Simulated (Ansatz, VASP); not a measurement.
## SnSe: VASP beside Ansatz

```
Sn Se
1.0
     4.43310    0.00000    0.00000
     0.00000    4.43310    0.00000
     0.00000    0.00000    5.11130
Sn Se
2 2
Cartesian
  2.2165 0.0000 1.2783
  0.0000 2.2165 3.8330
  2.2165 0.0000 3.8331
  0.0000 2.2165 1.2782
```

Alike in both runs: task single point; functional PBE; dispersion D3(BJ); k mesh 8 × 8 × 6; occupations gaussian, width 0.03 eV; no spin polarisation.

|  | VASP | Ansatz |
| --- | --- | --- |
| version | VASP 6.6.1 | Ansatz 0.2.0 |
| potentials or method | VASP PAW PBE potentials, release 64 (Sn_d, Se), cutoff 520 eV | scalar-relativistic, plane waves, PAW |
| valence electrons in the cell | 40 | 60 |

VASP gave:

- gap on the k mesh at the Fermi level (eV): none
- pressure (GPa): 9.5
- traceless stress, the component that is largest in VASP (GPa): 23.78
- rms of the force components (eV/Å): 0.006

Question: Estimate Ansatz's values.

Answer: gap on the k mesh at the Fermi level (eV): none; pressure (GPa): 9.5; traceless stress, the component that is largest in VASP (GPa): 23.76; rms of the force components (eV/Å): 0.006.

Atom by atom the forces differ by 0.000 eV/Å (rms over components). A gap of «none» marks a metal or a gap that the smearing closes. VASP's potentials hold 40 valence electrons a cell and Ansatz's 60, so a difference there can come from the potentials and not from the codes.
